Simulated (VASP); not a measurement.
Set up this calculation in VASP 6.6.1, as the native input.

```
Task                   : single point
Functional             : PBE
Potentials or basis    : VASP PAW PBE potentials, release 64 (Cs_sv, Li_sv, Cd)
Cutoff                 : 520 eV
k mesh                 : 4 × 4 × 4
Occupations            : gaussian, width 0.1 eV
Spin                   : no spin polarisation
Dipole correction      : no
Further INCAR settings : ALGO = Normal; EDIFF = 1e-06; NBANDS = 36
```

The structure of Cs3Li4Cd lies in POSCAR:

```
Cs3Li4Cd
1.0
    7.5923392523      0.0000000000      0.0000000000
    0.0000000000      7.5923392523      0.0000000000
    0.0000000000      0.0000000000      7.5923392523
Cs Li Cd
3 4 1
Direct
    0.0000000000      0.0000000000      0.5000000000
    0.0000000000      0.5000000000      0.0000000000
    0.5000000000      0.0000000000      0.0000000000
    0.0000000000      0.0000000000      0.0000000000
    0.5000000000      0.5000000000      0.0000000000
    0.5000000000      0.0000000000      0.5000000000
    0.0000000000      0.5000000000      0.5000000000
    0.5000000000      0.5000000000      0.5000000000
```

The cell was built from a structure type or drawn by symmetry, and may not be a known phase.

These files were run (other wordings do the same):

INCAR

```
ALGO = Normal ; EDIFF = 1E-6
ENCUT = 520 ; GGA = PE
ISIF = 2 ; ISMEAR = 0
LASPH = True ; LCHARG = False
LREAL = False ; LWAVE = False
NBANDS = 36 ; NELM = 100
PREC = Accurate ; SIGMA = 0.1
```

KPOINTS

```
k-points
0
Gamma
  4 4 4
```

Potentials or basis: VASP PAW PBE potentials, release 64 (Cs_sv, Li_sv, Cd).

The run is started by

```bash
$ cat potpaw_PBE.64/Cs_sv/POTCAR potpaw_PBE.64/Li_sv/POTCAR potpaw_PBE.64/Cd/POTCAR > POTCAR
$ mpirun -np 1 vasp_std > vasp.out
```

Results of the run:

```json
{
 "Band gap on the k mesh": "zero (an odd number of electrons rules out a gap without spin polarisation)"
}
```

Caveat: spin-orbit coupling is left out, which moves the levels of the heavy elements.

It took 110 s on 1 thread of Intel(R) Xeon(R) Platinum 8488C (Sapphire Rapids) (shared host), peak memory 0.48 GiB.
